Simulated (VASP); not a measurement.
# Ta (Im-3m) in VASP: further runs

Ta is run at these levels: PBEsol; tasks: single point.

Everything below comes from runs of VASP 6.6.1. Logs are shortened: lines on timing, memory, paths and dates and some standing lists are left out, and cuts for length are marked.

## Step 1: The cell of the first run

It takes space group Im-3m (No. 229, cubic). Conventional cell: a = 3.281 Å, b = 3.281 Å, c = 3.281 Å, α = 90.00°, β = 90.00°, γ = 90.00°. Ta (site symmetry m-3m) has 14 Ta at 2.84 to 3.28 Å within 3.7 Å.

## Step 2: Single point, PBEsol

INCAR

```
PREC = Accurate ; ENCUT = 520
EDIFF = 1E-6 ; ISMEAR = -1
SIGMA = 0.05 ; LREAL = False
LASPH = True ; NELM = 60
ALGO = Normal ; ISIF = 2
LWAVE = False ; LCHARG = False
GGA = PS ; NBANDS = 18
```

KPOINTS

```
regular mesh
0
Gamma
  15 15 9
```

POSCAR

```
Ta
1.0
   -1.6403433495      1.6403433495      1.6403433495
    1.6403433495     -1.6403433495      1.6403433495
    3.2806866990      3.2806866990      0.0000000000
Ta
2
Direct
    0.0000000000      0.0000000000      0.0000000000
    0.5000000000      0.5000000000      0.5000000000
```

Potentials or basis: VASP PAW PBE potentials, release 64 (Ta_pv).

Command:

```
> cat potpaw_PBE.64/Ta_pv/POTCAR > POTCAR
> mpirun -np 1 vasp_std > vasp.out
```

OUTCAR:

```text
PREC = Accurate
   ENCUT = 520
   EDIFF = 1E-6
   ISMEAR = -1
   LREAL = False
   LASPH = True
   NELM = 60
   ISIF = 2
   GGA = PS

 ion  position               nearest neighbor table
   1  0.000  0.000  0.000-   2 2.84   2 2.84   2 2.84   2 2.84   2 3.28   2 3.28   2 3.28   2 3.28

   2  0.500  0.500  0.500-   1 2.84   1 2.84   1 2.84   1 2.84   1 3.28   1 3.28   1 3.28   1 3.28

  LATTYP: Found a base centered orthorhombic cell.
 ALAT       =     3.2806866990
 B/A-ratio  =     1.4142135624
 C/A-ratio  =     1.4142135624

  Lattice vectors:

 A1 = (  -1.6403433495,   1.6403433495,   1.6403433495)
 A2 = (   1.6403433495,  -1.6403433495,   1.6403433495)
 A3 = (   3.2806866990,   3.2806866990,   0.0000000000)

Analysis of symmetry for initial positions (statically):
=====================================================================
 Subroutine PRICEL returns following result:

  LATTYP: Found a body centered cubic cell.
 ALAT       =     3.2806866990

  Lattice vectors:

 A1 = (  -1.6403433495,   1.6403433495,  -1.6403433495)
 A2 = (  -1.6403433495,  -1.6403433495,   1.6403433495)
 A3 = (   1.6403433495,   1.6403433495,   1.6403433495)

   2 primitive cells build up your supercell.

 Routine SETGRP: Setting up the symmetry group for a
 base centered orthorhombic supercell.

 Subroutine GETGRP returns: Found  8 space group operations
 (whereof  8 operations were pure point group operations)
 out of a pool of  8 trial point group operations.

The static configuration has the point symmetry D_2h.

Analysis of symmetry for dynamics (positions and initial velocities):
=====================================================================
 Subroutine PRICEL returns following result:

  LATTYP: Found a body centered cubic cell.
 ALAT       =     3.2806866990

  Lattice vectors:

 A1 = (  -1.6403433495,   1.6403433495,  -1.6403433495)
 A2 = (  -1.6403433495,  -1.6403433495,   1.6403433495)
 A3 = (   1.6403433495,   1.6403433495,   1.6403433495)

   2 primitive cells build up your supercell.

 Routine SETGRP: Setting up the symmetry group for a
 base centered orthorhombic supercell.

 Subroutine GETGRP returns: Found  8 space group operations
 (whereof  8 operations were pure point group operations)
 out of a pool of  8 trial point group operations.

The dynamic configuration has the point symmetry D_2h.

 Subroutine INISYM returns: Found  8 space group operations
[... 84 lines left out ...]
   NGXF,Y,Z  is equivalent  to a cutoff of  28.09, 28.09, 25.80 a.u.
 SYSTEM =  unknown system
   PREC   = accura    normal or accurate (medium, high low for compatibility)
   ISTART =      0    job   : 0-new  1-cont  2-samecut
   ICHARG =      2    charge: 1-file 2-atom 10-const
   ISPIN  =      1    spin polarized calculation?
   LNONCOLLINEAR =      F non collinear calculations
   LSORBIT =      F    spin-orbit coupling
   LASPH  =      T    aspherical Exc in radial PAW
   ENCUT  =  520.0 eV  38.22 Ry    6.18 a.u.   5.28  5.28  8.63*2*pi/ulx,y,z
   NELM   =     60;   NELMIN=  2; NELMDL= -5     # of ELM steps
   EDIFF  = 0.1E-05   stopping-criterion for ELM
   LREAL  =      F    real-space projection
   EDIFFG = 0.1E-04   stopping-criterion for IOM
   NSW    =      0    number of steps for IOM
   IBRION =     -1    ionic relax: 0-MD 1-quasi-New 2-CG
   NFREE  =      0    steps in history (QN), initial steepest desc. (CG)
   ISIF   =      2    stress and relaxation
   ISYM   =      2    0-nonsym 1-usesym 2-fastsym
   POTIM  = 0.5000    time-step for ionic-motion
   TEBEG  =    0.0;   TEEND  =   0.0 temperature during run
   PSTRESS=    0.0 pullay stress
   NELECT =      22.0000    total number of electrons
   NUPDOWN=      -1.0000    fix difference up-down
   EMIN   =  10.00;   EMAX   =-10.00  energy-range for DOS
   EFERMI =   0.00;   METHOD = LEGACY
   ISMEAR =    -1;   SIGMA  =   0.05  broadening in eV -4-tet -1-fermi 0-gaus
   EFERMI_NEDOS =   21; number of points for ismear=-14 and -15
   IALGO  =     38    algorithm
   IMIX   =      4    mixing-type and parameters
     AMIX     =   0.40;   BMIX     =  1.00
     AMIX_MAG =   1.60;   BMIX_MAG =  1.00
  volume/ion in A,a.u.               =      17.65       119.14
  Fermi-wavevector in a.u.,A,eV,Ry     =   1.398248  2.642306 26.600727  1.955098
  Thomas-Fermi vector in A             =   2.521425
   LORBIT       =      0    0 simple, 1 ext, 2 COOP (PROOUT), +10 PAW based schemes
   GGA     = PS    functional components
   LHFCALC =     F    Hartree Fock is set to
   AEXX    =    0.0000 exact exchange contribution
   IVDW    =     0    specifies the selected vdW correction
   LEPSILON=     F    determine dielectric tensor
   LRPA    =     F    only Hartree local field effects (RPA)
 non-spin polarized calculation
  energy-cutoff  :      520.00
  volume of cell :       35.31
 maximum number of plane-waves:       966
 NGX is ok and might be reduce to    24
   NGX = 11   NGY = 11   NGZ = 17

 number of electron      22.0000004 magnetization

 Free energy of the ion-electron system (eV)
  ---------------------------------------------------
  ext. energy  EPLUGINS =         0.00000000
  ---------------------------------------------------
  free energy    TOTEN  =       -25.11167723 eV

  energy without entropy =      -25.09044516  energy(sigma->0) =      -25.10106119

 E-fermi :   5.4791     XC(G=0): -12.8310

 val. band max:        5.4771363720   @ k =   0.0667   0.0000   0.3333
 cond. band min:       5.4819145404   @ k =  -0.4667   0.0667   0.2222
 fundamental gap:      0.0047781685
 Fermi energy:         5.4790896728

 k-point     1 :       0.0000    0.0000    0.0000
  band No.  band energies     occupation
      1     -28.7198      2.00000
      2     -27.8679      2.00000
      3     -27.4721      2.00000
      4     -27.4633      2.00000
      5     -27.4617      2.00000
      6     -27.4595      2.00000
[... 481 lines left out ...]
      5     -27.6741      2.00000
      6     -27.6530      2.00000
[... 10 lines left out ...]
     17      10.6071      0.00000
     18      13.9967      0.00000

 [... further k-points ...]
[... 5 lines left out ...]
  --------------------------------------------------------------------------------------
  -------------------------------------------------------------------------------------
  Total        0.0412173      0.0412173      0.0685694      0.0876571      0.0000000      0.0000000
  in kB        1.8702355      1.8702355      3.1113325      3.9774364      0.0000000      0.0000000
  external PRESSURE =       2.2839345 kB  Pullay stress =       0.0000000 kB

 VOLUME and BASIS-vectors are now :
 -----------------------------------------------------------------------------
  energy-cutoff  :      520.00
  volume of cell :       35.31
      direct lattice vectors                 reciprocal lattice vectors
    -1.640343349  1.640343349  1.640343349    -0.152407117  0.152407117  0.304814233
     1.640343349 -1.640343349  1.640343349     0.152407117 -0.152407117  0.304814233
     3.280686699  3.280686699  0.000000000     0.152407117  0.152407117  0.000000000

 POSITION                                       TOTAL-FORCE (eV/Angst)
 -----------------------------------------------------------------------------------
      0.00000      0.00000      0.00000         0.000000      0.000000      0.000000
      1.64034      1.64034      1.64034        -0.000000     -0.000000     -0.000000
 -----------------------------------------------------------------------------------
    total drift:                               -0.000000     -0.000000      0.000000

  FREE ENERGIE OF THE ION-ELECTRON SYSTEM (eV)
  ---------------------------------------------------
  free  energy   TOTEN  =       -25.1116772264 eV

  energy  without entropy=      -25.0904451563  energy(sigma->0) =      -25.10106119
```

OSZICAR:

```text
N       E                     dE             d eps       ncg     rms          rms(c)
DAV:   1     0.170268108727E+03    0.17027E+03   -0.12529E+04 11520   0.126E+03
DAV:   2    -0.218160944543E+02   -0.19208E+03   -0.18871E+03 14358   0.359E+02
DAV:   3    -0.260774868154E+02   -0.42614E+01   -0.41993E+01 13428   0.504E+01
DAV:   4    -0.261066363245E+02   -0.29150E-01   -0.29119E-01 12952   0.443E+00
DAV:   5    -0.261068436895E+02   -0.20736E-03   -0.20735E-03 12722   0.356E-01    0.202E+01
DAV:   6    -0.253470265847E+02    0.75982E+00   -0.77302E-01 12786   0.770E+00    0.989E+00
DAV:   7    -0.251153197398E+02    0.23171E+00   -0.65104E-01 13018   0.668E+00    0.494E-01
DAV:   8    -0.251117339104E+02    0.35858E-02   -0.11049E-02 12676   0.984E-01    0.136E-01
DAV:   9    -0.251116835236E+02    0.50387E-04   -0.22974E-04 13096   0.138E-01    0.329E-02
DAV:  10    -0.251116777214E+02    0.58022E-05   -0.20953E-05 13924   0.427E-02    0.119E-02
DAV:  11    -0.251116772264E+02    0.49499E-06   -0.22059E-06 10332   0.138E-02
   1 F= -.25111677E+02 E0= -.25101061E+02  d E =-.212321E-01
```

It took 45 s on 1 thread of Intel Xeon 6975P-C (Granite Rapids), shared host; peak memory 0.28 GiB.

What came out:

```
Free energy            : -25.1117 eV
Pressure               : 0.2 GPa
Band gap on the k mesh : zero (bands 11 and 12 overlap by 2.75 eV)
```

Levels at points of the mesh, in eV from the Fermi level:
| k point | band 9 | band 10 | band 11 | band 12 | band 13 | band 14 |
| --- | --- | --- | --- | --- | --- | --- |
| (0.00, 0.00, 0.00) | -1.61 | 0.72 | 0.72 | 0.73 | 1.71 | 3.96 |

Caveat: the PAW data sets were made with another functional, which shifts forces and pressure a little; spin-orbit coupling is left out, which moves the levels of the heavy elements.

## Step 3: Single point, PBEsol

INCAR

```
SYSTEM = Ta
  ALGO = Normal
  EDIFF = 1E-7
  ENCUT = 520
  GGA = PS
  ISIF = 2
  ISMEAR = -1
  LASPH = .TRUE.
  LCHARG = .TRUE.
  LELF = .TRUE.
  LREAL = .FALSE.
  LVHAR = .TRUE.
  LWAVE = .FALSE.
  NBANDS = 18
  NELM = 60
  PREC = Accurate
  SIGMA = 0.05
```

KPOINTS

```
k-points
0
G
  15 15 9
  0 0 0
```

POSCAR is that of step 2.

Potentials or basis: VASP PAW PBE potentials, release 64 (Ta_pv).

Command:

```
> cat potpaw_PBE.64/Ta_pv/POTCAR > POTCAR
> mpirun -np 1 vasp_std > vasp.out
```

It took 57 s on 1 thread of Intel Xeon 6975P-C (Granite Rapids), shared host; peak memory 0.28 GiB.

Results (log left out):

```
Free energy            : -25.1117 eV
Pressure               : 0.2 GPa
Band gap on the k mesh : zero (bands 11 and 12 overlap by 2.75 eV)
```

Levels at points of the mesh, in eV from the Fermi level:
| k point | band 7 | band 8 | band 9 | band 10 | band 11 | band 12 | band 13 | band 14 | band 15 | band 16 |
| --- | --- | --- | --- | --- | --- | --- | --- | --- | --- | --- |
| (0.00, 0.00, 0.00) | -8.00 | -4.48 | -1.61 | 0.72 | 0.72 | 0.73 | 1.71 | 3.96 | 4.07 | 4.07 |

Caveat: the PAW data sets were made with another functional, which shifts forces and pressure a little; spin-orbit coupling is left out, which moves the levels of the heavy elements.
